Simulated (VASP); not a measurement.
# AlN (P1) in VASP: a series of runs, part 2 of 2

VASP 6.6.1.

## Step 3: Single point, PBE (atom 1 (Al) moved by (-0.225, -0.225) A along x and z)

The input, INCAR:

```
SYSTEM = AlN
ALGO = Normal
EDIFF = 1E-6
ENCUT = 520
GGA = PE
ISIF = 2
ISMEAR = 0
LASPH = .TRUE.
LCHARG = .FALSE.
LREAL = .FALSE.
LWAVE = .FALSE.
NBANDS = 16
NELM = 60
PREC = Accurate
SIGMA = 0.05
```

The input, KPOINTS:

```
k-points
0
G
  12 12 6
  0 0 0
```

The input, POSCAR:

```
AlN
1.0
    3.1302395627      0.0000000000      0.0000000000
   -1.5651197814      2.7108669813      0.0000000000
    0.0000000000      0.0000000000      5.0179796546
Al N
2 2
Direct
    0.2614538508      0.6666666667     -0.0431100454
    0.6666666667      0.3333333333      0.5017287175
    0.3333333333      0.6666666667      0.3832712825
    0.6666666667      0.3333333333      0.8832712825
```

Potentials or basis: VASP PAW PBE potentials, release 64 (Al, N).

Run with:

```
$ cat potpaw_PBE.64/Al/POTCAR potpaw_PBE.64/N/POTCAR > POTCAR
$ mpirun -np 1 vasp_std > vasp.out
```

OUTCAR:

```text
SYSTEM = AlN
   EDIFF = 1E-6
   ENCUT = 520
   GGA = PE
   ISIF = 2
   ISMEAR = 0
   LASPH = .TRUE.
   LREAL = .FALSE.
   NELM = 60
   PREC = Accurate

 ion  position               nearest neighbor table
   1  0.261  0.667  0.957-   4 1.66   4 1.86   4 2.04   3 2.15   2 2.80   2 2.92   2 3.04   2 3.18
                             2 3.29
   2  0.667  0.333  0.502-   3 1.90   3 1.90   3 1.90   4 1.91   1 2.80   1 2.92   1 3.04   1 3.18
                             1 3.29
   3  0.333  0.667  0.383-   2 1.90   2 1.90   2 1.90   1 2.15
   4  0.667  0.333  0.883-   1 1.66   1 1.86   2 1.91   1 2.04

  LATTYP: Found a hexagonal cell.
 ALAT       =     3.1302395627
 C/A-ratio  =     1.6030656932

  Lattice vectors:

 A1 = (   3.1302395627,   0.0000000000,   0.0000000000)
 A2 = (  -1.5651197814,   2.7108669813,   0.0000000000)
 A3 = (   0.0000000000,   0.0000000000,   5.0179796546)

Analysis of symmetry for initial positions (statically):
=====================================================================
 Subroutine PRICEL returns:
[... 178 lines left out ...]
 cond. band min:       9.7209261400   @ k =   0.0000   0.0000   0.0000
 fundamental gap:      3.4194894903
 Fermi energy:         6.5912121312

 k-point     1 :       0.0000    0.0000    0.0000
  band No.  band energies     occupation
      1      -9.3775      2.00000
      2      -6.9182      2.00000
      3       0.1259      2.00000
      4       3.9990      2.00000
      5       4.9136      2.00000
      6       5.9934      2.00000
[... 433 lines left out ...]
      3       0.8203      2.00000
      4       2.5821      2.00000
      5       3.6709      2.00000
      6       4.3266      2.00000
[... 8 lines left out ...]
     15      18.4624      0.00000
     16      19.0386      0.00000

 [... further k-points ...]

------------------------ aborting loop because EDIFF is reached ----------------------------------------

  FORCE on cell =-STRESS in cart. coord.  units (eV):
  Direction    XX          YY          ZZ          XY          YZ          ZX
  --------------------------------------------------------------------------------------
  -------------------------------------------------------------------------------------
  Total        3.6621548      2.5231457     -1.1129381      3.6486321      0.7019985      1.3134058
  in kB      137.7947275     94.9375947    -41.8761666    137.2859147     26.4138720     49.4190996
  external PRESSURE =      63.6187185 kB  Pullay stress =       0.0000000 kB

 VOLUME and BASIS-vectors are now :
 -----------------------------------------------------------------------------
  energy-cutoff  :      520.00
  volume of cell :       42.58
      direct lattice vectors                 reciprocal lattice vectors
     3.130239563  0.000000000  0.000000000     0.319464367  0.184442838  0.000000000
    -1.565119781  2.710866981  0.000000000     0.000000000  0.368885676  0.000000000
     0.000000000  0.000000000  5.017979655     0.000000000  0.000000000  0.199283391

 POSITION                                       TOTAL-FORCE (eV/Angst)
 -----------------------------------------------------------------------------------
     -0.22500      1.80724      4.80165         5.171396      1.895013      3.511107
      1.56512      0.90362      2.51766        -0.159180     -0.041238     -1.710868
     -0.00000      1.80724      1.92325        -0.332364      0.007120     -0.147874
      1.56512      0.90362      4.43224        -4.679852     -1.860895     -1.652364
 -----------------------------------------------------------------------------------
    total drift:                               -0.001346     -0.000271      0.001167

  FREE ENERGIE OF THE ION-ELECTRON SYSTEM (eV)
  ---------------------------------------------------
  free  energy   TOTEN  =       -28.8441542154 eV

  energy  without entropy=      -28.8441542154  energy(sigma->0) =      -28.84415422
```

stdout:

```text
POSCAR found type information on POSCAR AlN
 POSCAR found :  2 types and       4 ions
 scaLAPACK will be used
 LDA part: xc-table for (Slater+PW92), standard interpolation
 POSCAR, INCAR and KPOINTS ok, starting setup
 FFT: planning ... GRIDC
 FFT: planning ... GRID_SOFT
 FFT: planning ... GRID
 WAVECAR not read
 entering main loop
```

Wall time 82 s (1 thread of Intel Xeon 6975P-C (Granite Rapids), shared host); peak memory 0.35 GiB.

Results:

```
Free energy            : -28.8442 eV
Pressure               : 6.4 GPa
Largest force          : 6.532 eV/Å
Band gap on the k mesh : 3.42 eV
```

Forces in eV/Å, atoms in the order of the input:
```
Al   5.171  1.895  3.511
Al  -0.159 -0.041 -1.711
N   -0.332  0.007 -0.148
N   -4.680 -1.861 -1.652
```

Stress tensor (GPa, compression positive):
```
13.78 13.73  4.94
13.73  9.49  2.64
 4.94  2.64 -4.19
```

Caveat: the cell differs from its parent crystal (atom 1 (Al) moved by (-0.225, -0.225) A along x and z); the cell stands under pressure; forces of over 1 eV/Å act on the atoms, so gaps and moduli don't describe the material at rest. A k mesh can miss the band edges.

## Step 4: Single point, PBE (atom 1 (Al) moved by (-0.225, +0.225) A along x and z)

The input, INCAR:

```
SYSTEM = AlN
PREC = Accurate
ENCUT = 520
EDIFF = 1E-6
ISMEAR = 0
SIGMA = 0.05
LREAL = .False.
LASPH = .True.
NELM = 80
ALGO = Normal
ISIF = 2
LWAVE = .False.
LCHARG = .False.
GGA = PE
NBANDS = 16
```

The input, KPOINTS:

```
regular mesh
0
Gamma
  12 12 6
  0 0 0
```

POSCAR, as its differences from that of step 3:

```diff
@@ -8,3 +8,3 @@
 Direct
-    0.2614538508      0.6666666667     -0.0431100454
+    0.2614538508      0.6666666667      0.0465674804
     0.6666666667      0.3333333333      0.5017287175
```

Run with:

```
$ cat potpaw_PBE.64/Al/POTCAR potpaw_PBE.64/N/POTCAR > POTCAR
$ mpirun -np 1 vasp_std > vasp.out
```

Wall time 1.9 min (1 thread of Intel Xeon 6975P-C (Granite Rapids), shared host); peak memory 0.34 GiB.

It converged, with:

```
Free energy            : -28.8899 eV
Pressure               : 6.0 GPa
Largest force          : 6.419 eV/Å
Band gap on the k mesh : 2.67 eV
```

Forces in eV/Å, atoms in the order of the input:
```
Al   1.907  0.781 -6.079
Al  -0.182 -0.053  2.017
N    0.032 -0.012  3.083
N   -1.756 -0.716  0.979
```

Stress tensor (GPa, compression positive):
```
 1.05  3.17  5.01
 3.17 -0.90  1.82
 5.01  1.82 17.84
```

Levels at points of the mesh, in eV from the valence-band top:
```csv
k point,band 4,band 5,band 6,band 7,band 8,band 9,band 10,band 11,band 12,band 13
"(0.00, 0.00, 0.00)",-2.46,-2.41,-1.34,-0.74,0.00,2.67,5.52,9.08,9.72,9.83
"(0.50, 0.00, 0.00)",-4.81,-4.55,-3.43,-2.87,-0.82,4.39,4.58,7.16,9.07,9.67
"(0.00, 0.50, 0.00)",-4.67,-4.50,-3.44,-2.86,-0.99,4.30,4.53,6.97,9.07,9.83
"(0.50, 0.50, 0.00)",-4.63,-4.26,-3.48,-2.84,-1.33,4.39,4.56,6.98,9.08,9.65
"(0.00, 0.00, 0.50)",-4.08,-2.39,-2.37,-0.81,-0.05,4.44,5.58,8.52,9.56,9.58
"(0.50, 0.00, 0.50)",-6.04,-3.30,-2.73,-2.16,-1.11,3.75,4.10,8.06,8.69,10.28
"(0.00, 0.50, 0.50)",-5.92,-3.34,-2.72,-2.20,-1.26,3.81,4.18,7.89,8.54,10.18
"(0.50, 0.50, 0.50)",-5.75,-3.32,-2.68,-2.19,-1.64,3.93,4.27,7.93,8.49,10.23
```

Caveat: the cell differs from its parent crystal (atom 1 (Al) moved by (-0.225, +0.225) A along x and z); the cell stands under pressure; forces of over 1 eV/Å act on the atoms, so gaps and moduli don't describe the material at rest. A k mesh can miss the band edges.

## Step 5: The runs side by side

| cell | gap on the mesh (eV) | pressure (GPa) | largest force (eV/Å) |
| --- | --- | --- | --- |
| as given, atomic positions A | 0.95 | 23.5 | 21.07 |
| as given, atomic positions B | 3.42 | 6.4 | 6.53 |
| as given, atomic positions C | 2.67 | 6.0 | 6.42 |

Alike in all rows: task single point; level PBE; potentials or basis VASP PAW PBE potentials, release 64 (Al, N); no spin polarisation; k mesh 12 × 12 × 6; cutoff (eV) 520; smearing gaussian 0.05 eV.

Caveats: the cell stands under pressure; forces of over 1 eV/Å act on the atoms, so gaps and moduli don't describe the material at rest.

Absolute energies hang on the potentials; compare differences alone.
